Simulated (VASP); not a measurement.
Set up this calculation in VASP 6.6.1, as the native input.

- Task: single point
- Functional: PBE
- Potentials or basis: VASP PAW PBE potentials, release 64 (Zn, S)
- Cutoff: 520 eV
- k mesh: 9 × 9 × 4
- Occupations: gaussian, width 0.05 eV
- Spin: no spin polarisation
- Dipole correction: no
- Further INCAR settings: ALGO = Normal; EDIFF = 1e-06; NBANDS = 26

The structure of ZnS lies in POSCAR:

```
ZnS
1.0
    3.6884088784      0.0000000000      0.0000000000
   -1.8442044392      3.1942557882      0.0000000000
    0.0000000000      0.0000000000      6.8523260142
Zn S
2 2
Direct
    0.3333333333      0.6666666667      0.0052003725
    0.6666666667      0.3333333333      0.5052003725
    0.3333333333      0.6666666667      0.3797996275
    0.6666666667      0.3333333333      0.8797996275
```

This cell differs from its parent crystal: atoms shifted along a free coordinate, c/a of the conventional cell at fixed volume 1.8578.

The input as run:

INCAR

```
PREC     = Accurate       # precision mode
ENCUT    = 520            # plane-wave cutoff, eV
EDIFF    = 1E-6           # SCF threshold, eV
ISMEAR   = 0              # smearing method
SIGMA    = 0.05           # smearing width, eV
LREAL    = False          # projectors in reciprocal space
LASPH    = True           # aspherical terms in the spheres
NELM     = 60             # most SCF steps
ALGO     = Normal         # electronic algorithm
ISIF     = 2              # what is computed and relaxed
LWAVE    = False          # write WAVECAR
LCHARG   = True           # write CHGCAR
GGA      = PE             # functional
LELF     = True           # ELF
LVHAR    = True         
NBANDS   = 26             # bands
```

KPOINTS

```
regular mesh
0
Gamma
  9 9 4
```

Potentials or basis: VASP PAW PBE potentials, release 64 (Zn, S).

Launch:

```bash
$ cat potpaw_PBE.64/Zn/POTCAR potpaw_PBE.64/S/POTCAR > POTCAR
$ mpirun -np 1 vasp_std > vasp.out
```

It gave:

```json
{
  "Pressure": "1.8 GPa",
  "Largest force": "0.386 eV/Å",
  "Band gap on the k mesh": "1.60 eV"
}
```

Wall time 110 s on 1 thread of AMD EPYC 7R13, on a shared host, peak memory 0.2 GiB.
